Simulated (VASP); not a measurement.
Here is a VASP 6.6.1 calculation.

Contents of INCAR:

```
PREC     = Accurate       # precision mode
ENCUT    = 520            # plane-wave cutoff, eV
EDIFF    = 1E-6           # SCF threshold, eV
ISMEAR   = -1             # smearing method
SIGMA    = 0.1            # smearing width, eV
LREAL    = F              # projectors in reciprocal space
LASPH    = T              # aspherical terms in the spheres
NELM     = 80             # most SCF steps
ALGO     = Normal         # electronic algorithm
ISIF     = 2              # what is computed and relaxed
LWAVE    = F              # write WAVECAR
LCHARG   = T              # write CHGCAR
GGA      = PE             # functional
LELF     = T              # ELF
LVHAR    = T            
NBANDS   = 12             # bands
```

File KPOINTS:

```
regular mesh
0
Gamma
  16 16 16
```

Contents of POSCAR:

```
In
1.0
   -1.9093806283      1.9093806283      1.9093806283
    1.9093806283     -1.9093806283      1.9093806283
    1.9093806283      1.9093806283     -1.9093806283
In
1
Direct
    0.0000000000      0.0000000000      0.0000000000
```

Potentials or basis: VASP PAW PBE potentials, release 64 (In_d).

Launch:

```sh
$ cat potpaw_PBE.64/In_d/POTCAR > POTCAR
$ mpirun -np 1 vasp_std > vasp.out
```

What does it give for the pressure?

0.0 GPa.
